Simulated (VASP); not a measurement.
# H4CO in VASP: notebook, part 2 of 2

VASP 6.6.1.

## 3. Single point, r2SCAN+D3(BJ)

The input, POSCAR:

```
H4CO
1.0
    7.3803230000      0.0000000000      0.0000000000
    0.0000000000      7.3803230000      0.0000000000
    0.0000000000      0.0000000000      7.3803230000
C O H
6 6 24
Direct
    0.1128812384      0.0012330084      0.0205953046
    0.4104698399      0.6211110273      0.1146426789
    0.6855255522      0.2265889989      0.0968250306
    0.3181026088      0.3304597915      0.5135412095
    0.2232829105      0.7762532886      0.6242409716
    0.7529074270      0.9056378698      0.5609239596
    0.0875435940      0.0099724633      0.2181476339
    0.5585663392      0.7155784374      0.1918615215
    0.5890392602      0.2247056125     -0.0717583770
    0.2594601889      0.3092683071      0.7048607493
    0.0897386198      0.6610279794      0.6943869530
    0.7187761294      0.7178412110      0.5776305454
    0.0385890970     -0.1187888389     -0.0224109433
    0.1726889189      0.1029494238      0.2527396159
    0.0691026666      0.1255094120     -0.0493880823
    0.2557882629     -0.0173569639     -0.0138476324
    0.4444791915      0.6189295509     -0.0304729210
    0.5624279588      0.6896717122      0.3209480127
    0.4145076035      0.4794370111      0.1550067660
    0.2804213312      0.6842925438      0.1438419430
    0.6146343459      0.3071545785      0.1974845816
    0.6700790738      0.1503321738     -0.1436928980
    0.6935875300      0.0814327503      0.1398990261
    0.8226062735      0.2850146261      0.0844136496
    0.2092997827      0.3782625774      0.4268105881
    0.3697941133      0.2829279965      0.7741937582
    0.4200358169      0.4374605285      0.5055334299
    0.3813383235      0.2009261654      0.4768219494
    0.1843957236      0.9131443163      0.6584671159
    0.1326906695      0.5373342061      0.7070286761
    0.3592390198      0.7532597151      0.6802954288
    0.2475365916      0.7494793927      0.4834341261
    0.6282651857      0.9691039268      0.5073219695
    0.8323483945      0.6569224680      0.6109759695
    0.7980816016      0.9694291158      0.6861894798
    0.8577944353      0.9443082640      0.4646951089
```

The input, INCAR.step1:

```
SYSTEM = H4CO
ALGO = Normal
EDIFF = 1E-4
ENCUT = 520
GGA = PE
ISMEAR = -1
LASPH = .True.
LCHARG = .False.
LREAL = Auto
LWAVE = .True.
NBANDS = 66
NELM = 80
PREC = Accurate
SIGMA = 0.02
```

The input, INCAR.step2:

```
SYSTEM = H4CO
ALGO = Normal
EDIFF = 1E-6
ENCUT = 520
ISIF = 2
ISMEAR = -1
ISTART = 1
IVDW = 12
LASPH = .True.
LCHARG = .False.
LMIXTAU = .True.
LREAL = Auto
LWAVE = .False.
METAGGA = R2SCAN
NBANDS = 66
NELM = 80
PREC = Accurate
SIGMA = 0.02
VDW_A1 = 0.49484001
VDW_A2 = 5.73083694
VDW_S6 = 1.0
VDW_S8 = 0.78981345
```

The input, KPOINTS:

```
k-points
0
Gamma
  1 1 1
  0 0 0
```

Potentials or basis: VASP PAW PBE potentials, release 64 (C, O, H).

Run with:

```bash
$ cat potpaw_PBE.64/C/POTCAR potpaw_PBE.64/O/POTCAR potpaw_PBE.64/H/POTCAR > POTCAR
$ cp INCAR.step1 INCAR
$ mpirun -np 1 vasp_gam > vasp.out
$ cp INCAR.step2 INCAR
$ mpirun -np 1 vasp_gam > vasp.out
```

OUTCAR:

```text
SYSTEM = H4CO
   EDIFF = 1E-6
   ENCUT = 520
   ISIF = 2
   ISMEAR = -1
   ISTART = 1
   IVDW = 12
   LASPH = .True.
   LREAL = Auto
   METAGGA = R2SCAN
   NELM = 80
   PREC = Accurate
 IVDW          = 12

 ion  position               nearest neighbor table
   1  0.113  0.001  0.021-  13 1.09  16 1.09  15 1.10   7 1.47
   2  0.410  0.621  0.115-  19 1.09  20 1.09  17 1.10   8 1.42
   3  0.686  0.227  0.097-  21 1.09  24 1.10  23 1.12   9 1.43
   4  0.318  0.330  0.514-  25 1.09  27 1.09  28 1.10  10 1.49
   5  0.223  0.776  0.624-  32 1.07  29 1.08  31 1.10  11 1.40
   6  0.753  0.906  0.561-  36 1.09  35 1.09  33 1.11  12 1.41
   7  0.088  0.010  0.218-  14 0.96   1 1.47
   8  0.559  0.716  0.192-  18 0.97   2 1.42
   9  0.589  0.225  0.928-  22 0.97   3 1.43
  10  0.259  0.309  0.705-  26 0.98   4 1.49
  11  0.090  0.661  0.694-  30 0.97   5 1.40
  12  0.719  0.718  0.578-  34 0.98   6 1.41
  13  0.039  0.881  0.978-   1 1.09
  14  0.173  0.103  0.253-   7 0.96
  15  0.069  0.126  0.951-   1 1.10
  16  0.256  0.983  0.986-   1 1.09
  17  0.444  0.619  0.970-   2 1.10
[... 17 lines left out ...]
  35  0.798  0.969  0.686-   6 1.09
  36  0.858  0.944  0.465-   6 1.09

  LATTYP: Found a simple cubic cell.
 ALAT       =     7.3803230000
[... 234 lines left out ...]
      1     -24.4141      2.00000
      2     -24.1876      2.00000
      3     -23.9026      2.00000
      4     -23.7771      2.00000
      5     -23.6900      2.00000
      6     -23.6477      2.00000
[... 46 lines left out ...]
     53       5.5137      0.00000
     54       5.5825      0.00000
 [bands above 54 left out]

------------------------ aborting loop because EDIFF is reached ----------------------------------------

 Edisp (eV)   -0.59612

 E8    (eV) :    -0.0915

  FORCE on cell =-STRESS in cart. coord.  units (eV):
  Direction    XX          YY          ZZ          XY          YZ          ZX
  --------------------------------------------------------------------------------------
  -------------------------------------------------------------------------------------
  Total      -2.12617    -2.73396    -1.33982     0.41424     1.42041     0.39488
  in kB      -8.47389   -10.89624    -5.33988     1.65096     5.66107     1.57379
  external pressure =       -8.24 kB  Pullay stress =        0.00 kB

 VOLUME and BASIS-vectors are now :
 -----------------------------------------------------------------------------
  energy-cutoff  :      520.00
  volume of cell :      402.00
      direct lattice vectors                 reciprocal lattice vectors
     7.380323000  0.000000000  0.000000000     0.135495425  0.000000000  0.000000000
     0.000000000  7.380323000  0.000000000     0.000000000  0.135495425  0.000000000
     0.000000000  0.000000000  7.380323000     0.000000000  0.000000000  0.135495425

 POSITION                                       TOTAL-FORCE (eV/Angst)
 -----------------------------------------------------------------------------------
      0.83310      0.00910      0.15200        -0.060038     -0.205303      0.631302
      3.02940      4.58400      0.84610         0.864614     -0.193006     -0.848329
      5.05940      1.67230      0.71460         0.367099     -1.063318      0.593651
      2.34770      2.43890      3.79010         0.719670     -0.150816      1.539735
      1.64790      5.72900      4.60710         1.149314     -0.330081      0.412144
      5.55670      6.68390      4.13980        -0.252605      0.572924     -0.594160
[... 28 lines left out ...]
      5.89010      7.15470      5.06430        -0.270901     -0.019494      0.582224
      6.33080      6.96930      3.42960         0.284947     -0.479122     -0.419591
 -----------------------------------------------------------------------------------
    total drift:                               -0.001774     -0.028475      0.011545

  FREE ENERGIE OF THE ION-ELECTRON SYSTEM (eV)
  ---------------------------------------------------
  free  energy   TOTEN  =      -194.3541851397 eV

  energy  without entropy=     -194.3541851397  energy(sigma->0) =     -194.35418514
```

OSZICAR.step1:

```text
N       E                     dE             d eps       ncg     rms          rms(c)
DAV:   1     0.621601653926E+03    0.62160E+03   -0.41546E+04   132   0.113E+03
DAV:   2    -0.122147672106E+03   -0.74375E+03   -0.70858E+03   166   0.268E+02
DAV:   3    -0.197536997825E+03   -0.75389E+02   -0.74866E+02   160   0.929E+01
DAV:   4    -0.199199700725E+03   -0.16627E+01   -0.16567E+01   176   0.153E+01
DAV:   5    -0.199235165283E+03   -0.35465E-01   -0.35440E-01   168   0.212E+00    0.240E+01
DAV:   6    -0.184367240554E+03    0.14868E+02   -0.29609E+01   168   0.187E+01    0.115E+01
DAV:   7    -0.182315464314E+03    0.20518E+01   -0.32208E+00   176   0.642E+00    0.584E+00
DAV:   8    -0.181943428781E+03    0.37204E+00   -0.11668E+00   160   0.518E+00    0.112E+00
DAV:   9    -0.181930349419E+03    0.13079E-01   -0.22202E-01   160   0.245E+00    0.639E-01
DAV:  10    -0.181934635031E+03   -0.42856E-02   -0.48104E-02   152   0.863E-01    0.282E-01
DAV:  11    -0.181935236086E+03   -0.60105E-03   -0.11100E-02   160   0.490E-01    0.213E-01
DAV:  12    -0.181935693687E+03   -0.45760E-03   -0.62807E-03   144   0.365E-01    0.572E-02
DAV:  13    -0.181935644206E+03    0.49480E-04   -0.78915E-04   168   0.120E-01
   1 F= -.18193564E+03 E0= -.18193564E+03  d E =-.410696E-12
```

It took 9.9 min on 1 thread of Intel Xeon 8259CL, shared host; peak memory 0.47 GiB.

Results:

```
Free energy                : -194.3542 eV
Pressure                   : -0.8 GPa
Largest force              : 1.706 eV/Å
Band gap on the k mesh     : 5.46 eV
Dispersion energy per atom : -0.017 eV
```

Forces in eV/Å, atoms in the order of the input:
```
C   -0.060 -0.205  0.631
C    0.865 -0.193 -0.848
C    0.367 -1.063  0.594
C    0.720 -0.151  1.540
C    1.149 -0.330  0.412
C   -0.253  0.573 -0.594
O    0.433  0.406 -1.192
O    0.098  0.240  0.771
O    0.406  0.164 -0.384
O    0.125  0.358 -1.205
O   -0.937 -0.429  0.360
O    0.120 -0.360 -0.005
H   -0.098  0.174 -0.209
H   -0.075 -0.028  0.436
H   -0.224 -0.232  0.212
H    0.072 -0.089  0.131
H   -0.626  0.114  0.111
H    0.276  0.174 -0.083
H   -0.380 -0.250  0.203
H   -0.194 -0.005 -0.078
H   -0.257 -0.037 -0.077
H   -0.534  0.091 -0.395
H    0.211  0.868  0.259
H   -0.294 -0.157 -0.147
H   -0.490 -0.504  0.191
H   -0.287  0.168 -0.003
H    0.279 -0.004  0.096
H   -0.316  0.225 -0.553
H   -0.098  0.396 -0.430
H    0.396 -0.129  0.113
H   -0.077 -0.105  0.601
H   -0.419  0.478 -1.042
H    0.218 -0.136  0.472
H   -0.130  0.478 -0.051
H   -0.271 -0.019  0.582
H    0.285 -0.479 -0.420
```

Stress tensor (GPa, compression positive):
```
-0.85  0.17  0.16
 0.17 -1.09  0.57
 0.16  0.57 -0.53
```

Caveat: the k points lie up to 0.85 Å⁻¹ apart, too coarse for converged energies, forces and pressures; the PAW data sets were made with another functional, which shifts forces and pressure a little.
